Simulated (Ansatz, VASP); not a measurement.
## Y2AlN3 in VASP and in Ansatz

INCAR

```
SYSTEM = Y2AlN3
PREC     = Accurate       ! precision mode
ENCUT    = 600            ! plane-wave cutoff, eV
EDIFF    = 1E-6           ! SCF threshold, eV
ISMEAR   = 0              ! smearing method
SIGMA    = 0.1            ! smearing width, eV
LREAL    = .False.        ! projectors in reciprocal space
LASPH    = .True.         ! aspherical terms in the spheres
NELM     = 60             ! most SCF steps
ALGO     = Normal         ! electronic algorithm
ISIF     = 3              ! what is computed and relaxed
LWAVE    = .False.        ! write WAVECAR
LCHARG   = .False.        ! write CHGCAR
GGA      = PE             ! functional
IBRION   = 2              ! ionic algorithm
NSW      = 80             ! ionic steps
EDIFFG   = -0.025         ! ionic threshold
```

The input KPOINTS:

```
regular mesh
0
Gamma
  4 2 2
  0 0 0
```

The input POSCAR:

```
Y2AlN3
1.0
    3.3511483087      0.0009330068      0.0376809005
    0.0016160152      5.8692865994     -0.0818602048
    0.0906819231     -0.1137395874      8.0452004499
Y Al N
4 2 6
Direct
    0.9309965470      0.3398602820      0.7044151830
    0.4793512712      0.8080372681      0.6769755183
    0.4948099180      0.1316748174      0.3690464144
    1.0937313696      0.6577672199      0.2887545338
    0.9774606245      0.0354165278      0.9717853799
    0.4772546422      0.4980208872      0.9706707115
    1.0443913642      0.3499455524      0.1465398912
    0.4514695544      0.8184578895      0.0969807812
    0.5954581781      0.1761280786      0.8556859188
    1.0302800404      0.6829069342      0.8750111577
   -0.0075974766     -0.0335212085      0.5189455295
    0.4323939669      0.5353057512      0.5251889807
```

Input for Ansatz:

```yaml
crystal:
  lattice:
    - [3.3511483087, 0.0009330068, 0.0376809005]
    - [0.0016160152, 5.8692865994, -0.0818602048]
    - [0.0906819231, -0.1137395874, 8.0452004499]
  atoms:
    - { symbol: "Y", position: [0.930996547, 0.339860282, 0.704415183] }
    - { symbol: "Y", position: [0.4793512712, 0.8080372681, 0.6769755183] }
    - { symbol: "Y", position: [0.494809918, 0.1316748174, 0.3690464144] }
    - { symbol: "Y", position: [1.0937313696, 0.6577672199, 0.2887545338] }
    - { symbol: Al, position: [0.9774606245, 0.0354165278, 0.9717853799] }
    - { symbol: Al, position: [0.4772546422, 0.4980208872, 0.9706707115] }
    - { symbol: "N", position: [1.0443913642, 0.3499455524, 0.1465398912] }
    - { symbol: "N", position: [0.4514695544, 0.8184578895, 0.0969807812] }
    - { symbol: "N", position: [0.5954581781, 0.1761280786, 0.8556859188] }
    - { symbol: "N", position: [1.0302800404, 0.6829069342, 0.8750111577] }
    - { symbol: "N", position: [-0.0075974766, -0.0335212085, 0.5189455295] }
    - { symbol: "N", position: [0.4323939669, 0.5353057512, 0.5251889807] }
basis:
  ecutwfc: 420
kpoints:
  mp_grid: { grid: [4, 2, 2] }
hamiltonian:
  xc: pbe
scf:
  occupations: { method: gaussian, width: 0.1 }
  lower_state_search: "off"
output:
  forces: true
  stress: true
  eigenvalues: true
relax:
  adjacent_minimum: "off"
  f_tol: 0.025
  max_steps: 60
  cell: { stress_tol: 0.25 }
```

Change from the starting cell: cell x2, atoms moved at random (sigma 0.15 Å) and cell strained at random (1.5 %), then relaxed without symmetry.

Alike in both runs: task relaxation of cell and atoms; functional PBE; k mesh 4 × 2 × 2; occupations gaussian, width 0.1 eV; no spin polarisation.

```csv
,VASP,Ansatz
version,VASP 6.6.1,Ansatz 0.2.0
potentials or method,"VASP PAW PBE potentials, release 64 (Y_sv, Al, N), cutoff 600 eV","scalar-relativistic, plane waves, PAW"
valence electrons in the cell,80,80
```

|  | VASP | Ansatz | Ansatz less VASP |
| --- | --- | --- | --- |
| gap on the k mesh at the Fermi level, each at its own relaxed structure (eV) | 0.50 | 0.51 | +0.009 |
| relaxed volume (Å³/atom) | 12.64 | 12.67 | +0.031 |
| relaxed length of the cell vector where the two differ most in proportion (Å) | 5.722 | 5.729 | +0.0063 |

The k mesh is coarse, so the values compare programs but aren't converged.
